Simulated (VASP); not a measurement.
# SnSe (Fm-3m) in VASP: notebook

SnSe is run at these levels: PBE; tasks: single point.

Everything below comes from runs of VASP 6.6.1. Logs are shortened: lines on timing, memory, paths and dates and some standing lists are left out, and cuts for length are marked.

### Step 1. The cell of the first run

It takes space group Fm-3m (No. 225, cubic). Conventional cell: a = 6.020 Å, b = 6.020 Å, c = 6.020 Å, α = 90.00°, β = 90.00°, γ = 90.00°. Within 4.0 Å of Sn (site symmetry m-3m) lie 6 Se at 3.01 Å. Se (site symmetry m-3m) has 6 Sn at 3.01 Å within 4.0 Å.

### Step 2. Single point, PBE

INCAR reads:

```
PREC     = Accurate       # precision mode
ENCUT    = 520            # plane-wave cutoff, eV
EDIFF    = 1E-6           # SCF threshold, eV
ISMEAR   = 0              # smearing method
SIGMA    = 0.018000000000000002 # smearing width, eV
LREAL    = False          # projectors in reciprocal space
LASPH    = True           # aspherical terms in the spheres
NELM     = 80             # most SCF steps
ALGO     = Normal         # electronic algorithm
ISIF     = 2              # what is computed and relaxed
LWAVE    = False          # write WAVECAR
LCHARG   = True           # write CHGCAR
GGA      = PE             # functional
LELF     = True           # ELF
LVHAR    = True         
NBANDS   = 17             # bands
```

KPOINTS reads:

```
Automatic mesh
0
Gamma
  8 8 8
```

POSCAR reads:

```
SnSe
1.0
    0.0000000000      3.0100000000      3.0100000000
    3.0100000000      0.0000000000      3.0100000000
    3.0100000000      3.0100000000      0.0000000000
Sn Se
1 1
Direct
    0.0000000000      0.0000000000      0.0000000000
    0.5000000000      0.5000000000      0.5000000000
```

Potentials or basis: VASP PAW PBE potentials, release 64 (Sn_d, Se).

Command:

```
> cat potpaw_PBE.64/Sn_d/POTCAR potpaw_PBE.64/Se/POTCAR > POTCAR
> mpirun -np 1 vasp_std > vasp.out
```

OUTCAR:

```text
PREC = Accurate
   ENCUT = 520
   EDIFF = 1E-6
   ISMEAR = 0
   LREAL = False
   LASPH = True
   NELM = 80
   ISIF = 2
   GGA = PE

 ion  position               nearest neighbor table
   1  0.000  0.000  0.000-   2 3.01   2 3.01   2 3.01   2 3.01   2 3.01   2 3.01
   2  0.500  0.500  0.500-   1 3.01   1 3.01   1 3.01   1 3.01   1 3.01   1 3.01

  LATTYP: Found a face centered cubic cell.
 ALAT       =     6.0200000000

  Lattice vectors:

 A1 = (   0.0000000000,   3.0100000000,   3.0100000000)
 A2 = (   3.0100000000,   0.0000000000,   3.0100000000)
 A3 = (   3.0100000000,   3.0100000000,   0.0000000000)

Analysis of symmetry for initial positions (statically):
=====================================================================
 Subroutine PRICEL returns:
 Original cell was already a primitive cell.

 Routine SETGRP: Setting up the symmetry group for a
 face centered cubic supercell.

 Subroutine GETGRP returns: Found 48 space group operations
[... 9 lines left out ...]

 Routine SETGRP: Setting up the symmetry group for a
 face centered cubic supercell.

 Subroutine GETGRP returns: Found 48 space group operations
[... 11 lines left out ...]
                                     Primitive cell

  volume of cell :      54.5418

  direct lattice vectors                    reciprocal lattice vectors
     0.000000000  3.010000000  3.010000000    -0.166112957  0.166112957  0.166112957
     3.010000000  0.000000000  3.010000000     0.166112957 -0.166112957  0.166112957
     3.010000000  3.010000000  0.000000000     0.166112957  0.166112957 -0.166112957

  length of vectors
     4.256782823  4.256782823  4.256782823     0.287716081  0.287716081  0.287716081

  position of ions in fractional coordinates (direct lattice)
     0.000000000  0.000000000  0.000000000
     0.500000000  0.500000000  0.500000000

  ion indices of the primitive-cell ions
   primitive index   ion index
                 1           1
                 2           2

----------------------------------------------------------------------------------------

 KPOINTS: Automatic mesh

Automatic generation of k-mesh.
 Grid dimensions read from file:
 generate k-points for:    8    8    8

 Generating k-lattice:

  Cartesian coordinates                     Fractional coordinates (reciprocal lattice)
[... 49 lines left out ...]
   NGXF,Y,Z  is equivalent  to a cutoff of  24.99, 24.99, 24.99 a.u.
 SYSTEM =  unknown system
   PREC   = accura    normal or accurate (medium, high low for compatibility)
   ISTART =      0    job   : 0-new  1-cont  2-samecut
   ICHARG =      2    charge: 1-file 2-atom 10-const
   ISPIN  =      1    spin polarized calculation?
   LNONCOLLINEAR =      F non collinear calculations
   LSORBIT =      F    spin-orbit coupling
   LASPH  =      T    aspherical Exc in radial PAW
   ENCUT  =  520.0 eV  38.22 Ry    6.18 a.u.   7.91  7.91  7.91*2*pi/ulx,y,z
   NELM   =     80;   NELMIN=  2; NELMDL= -5     # of ELM steps
   EDIFF  = 0.1E-05   stopping-criterion for ELM
   LREAL  =      F    real-space projection
   EDIFFG = 0.1E-04   stopping-criterion for IOM
   NSW    =      0    number of steps for IOM
   IBRION =     -1    ionic relax: 0-MD 1-quasi-New 2-CG
   NFREE  =      0    steps in history (QN), initial steepest desc. (CG)
   ISIF   =      2    stress and relaxation
   ISYM   =      2    0-nonsym 1-usesym 2-fastsym
   POTIM  = 0.5000    time-step for ionic-motion
   TEBEG  =    0.0;   TEEND  =   0.0 temperature during run
   PSTRESS=    0.0 pullay stress
   NELECT =      20.0000    total number of electrons
   NUPDOWN=      -1.0000    fix difference up-down
   EMIN   =  10.00;   EMAX   =-10.00  energy-range for DOS
   EFERMI =   0.00;   METHOD = LEGACY
   ISMEAR =     0;   SIGMA  =   0.02  broadening in eV -4-tet -1-fermi 0-gaus
   EFERMI_NEDOS =   21; number of points for ismear=-14 and -15
   IALGO  =     38    algorithm
   IMIX   =      4    mixing-type and parameters
     AMIX     =   0.40;   BMIX     =  1.00
     AMIX_MAG =   1.60;   BMIX_MAG =  1.00
  volume/ion in A,a.u.               =      27.27       184.03
  Fermi-wavevector in a.u.,A,eV,Ry     =   1.171768  2.214321 18.681350  1.373040
  Thomas-Fermi vector in A             =   2.308207
   LORBIT       =      0    0 simple, 1 ext, 2 COOP (PROOUT), +10 PAW based schemes
   GGA     = PE    functional components
   LHFCALC =     F    Hartree Fock is set to
   AEXX    =    0.0000 exact exchange contribution
   IVDW    =     0    specifies the selected vdW correction
   LEPSILON=     F    determine dielectric tensor
   LRPA    =     F    only Hartree local field effects (RPA)
 non-spin polarized calculation
 Gauss-broadening in eV      SIGMA  =   0.02
  energy-cutoff  :      520.00
  volume of cell :       54.54
 maximum number of plane-waves:      1480
   NGX = 15   NGY = 15   NGZ = 15

 number of electron      20.0000005 magnetization

 Free energy of the ion-electron system (eV)
  ---------------------------------------------------
  ext. energy  EPLUGINS =         0.00000000
  ---------------------------------------------------
  free energy    TOTEN  =        -8.21894584 eV

  energy without entropy =       -8.21894584  energy(sigma->0) =       -8.21894584

 E-fermi :   5.7195     XC(G=0):  -9.5996

 val. band max:        5.5840840106   @ k =   0.5000   0.0000   0.0000
 cond. band min:       6.1660539038   @ k =   0.5000   0.0000   0.0000
 fundamental gap:      0.5819698932
 Fermi energy:         5.7194813626

 k-point     1 :       0.0000    0.0000    0.0000
  band No.  band energies     occupation
      1     -16.0186      2.00000
      2     -16.0186      2.00000
      3     -16.0186      2.00000
      4     -16.0164      2.00000
      5     -16.0164      2.00000
      6      -8.2797      2.00000
[... 457 lines left out ...]
      4     -16.0097      2.00000
      5     -16.0046      2.00000
      6      -7.2023      2.00000
[... 9 lines left out ...]
     16      16.3816      0.00000
     17      16.4645      0.00000

 [... further k-points ...]
[... 5 lines left out ...]
  --------------------------------------------------------------------------------------
  -------------------------------------------------------------------------------------
  Total        0.3089667      0.3089667      0.3089667      0.0000000      0.0000000      0.0000000
  in kB        9.0759637      9.0759637      9.0759637      0.0000000      0.0000000      0.0000000
  external PRESSURE =       9.0759637 kB  Pullay stress =       0.0000000 kB

 VOLUME and BASIS-vectors are now :
 -----------------------------------------------------------------------------
  energy-cutoff  :      520.00
  volume of cell :       54.54
      direct lattice vectors                 reciprocal lattice vectors
     0.000000000  3.010000000  3.010000000    -0.166112957  0.166112957  0.166112957
     3.010000000  0.000000000  3.010000000     0.166112957 -0.166112957  0.166112957
     3.010000000  3.010000000  0.000000000     0.166112957  0.166112957 -0.166112957

 POSITION                                       TOTAL-FORCE (eV/Angst)
 -----------------------------------------------------------------------------------
      0.00000      0.00000      0.00000        -0.000000     -0.000000     -0.000000
      3.01000      3.01000      3.01000         0.000000      0.000000      0.000000
 -----------------------------------------------------------------------------------
    total drift:                                0.000000     -0.000000     -0.000000

  FREE ENERGIE OF THE ION-ELECTRON SYSTEM (eV)
  ---------------------------------------------------
  free  energy   TOTEN  =        -8.2189458416 eV

  energy  without entropy=       -8.2189458416  energy(sigma->0) =       -8.21894584
```

stdout:

```text
POSCAR found type information on POSCAR SnSe
 POSCAR found :  2 types and       2 ions
 scaLAPACK will be used
 LDA part: xc-table for (Slater+PW92), standard interpolation
 POSCAR, INCAR and KPOINTS ok, starting setup
 FFT: planning ... GRIDC
 FFT: planning ... GRID_SOFT
 FFT: planning ... GRID
 WAVECAR not read
 entering main loop
```

It took 18 s on 1 thread of Intel Xeon Platinum 8259CL at 2.50GHz (Skylake/Cascade Lake), shared host; peak memory 0.19 GiB.

Results:

```yaml
Free_energy: -8.2189 eV
Pressure: 0.9 GPa
Band_gap_on_the_k_mesh: 0.58 eV, direct
```

Caveat: spin-orbit coupling is left out, which moves the levels of the heavy elements.

### Step 3. Single point, PBE

INCAR reads:

```
SYSTEM = SnSe
PREC = Accurate ; ENCUT = 520
EDIFF = 1E-6 ; ISMEAR = 0
SIGMA = 0.020999999999999998 ; LREAL = .False.
LASPH = .True. ; NELM = 100
ALGO = Normal ; ISIF = 2
LWAVE = .False. ; LCHARG = .False.
GGA = PE ; NBANDS = 17
```

KPOINTS reads:

```
regular mesh
0
Gamma
  8 8 8
  0 0 0
```

POSCAR is that of step 2.

Potentials or basis: VASP PAW PBE potentials, release 64 (Sn_d, Se).

Command:

```
> cat potpaw_PBE.64/Sn_d/POTCAR potpaw_PBE.64/Se/POTCAR > POTCAR
> mpirun -np 1 vasp_std > vasp.out
```

Wall time 17 s (1 thread of Intel Xeon Platinum 8259CL at 2.50GHz (Skylake/Cascade Lake), shared host); peak memory 0.18 GiB.

The run converged. Its results:

```yaml
Free_energy: -8.2189 eV
Pressure: 0.9 GPa
Band_gap_on_the_k_mesh: 0.58 eV, direct
```

Levels at points of the mesh, in eV from the valence-band top:
| k point | band 6 | band 7 | band 8 | band 9 | band 10 | band 11 | band 12 | band 13 | band 14 | band 15 |
| --- | --- | --- | --- | --- | --- | --- | --- | --- | --- | --- |
| (0.00, 0.00, 0.00) | -13.86 | -5.06 | -2.19 | -2.19 | -2.19 | 4.32 | 4.32 | 4.32 | 5.87 | 5.87 |
| (0.50, 0.00, 0.00) | -12.93 | -8.04 | -1.94 | -1.94 | 0.00 | 0.58 | 1.25 | 1.25 | 8.25 | 10.12 |
| (0.50, 0.50, 0.00) | -12.66 | -6.00 | -5.46 | -3.63 | -3.63 | 3.03 | 5.35 | 5.35 | 5.97 | 10.45 |

Caveat: spin-orbit coupling is left out, which moves the levels of the heavy elements.
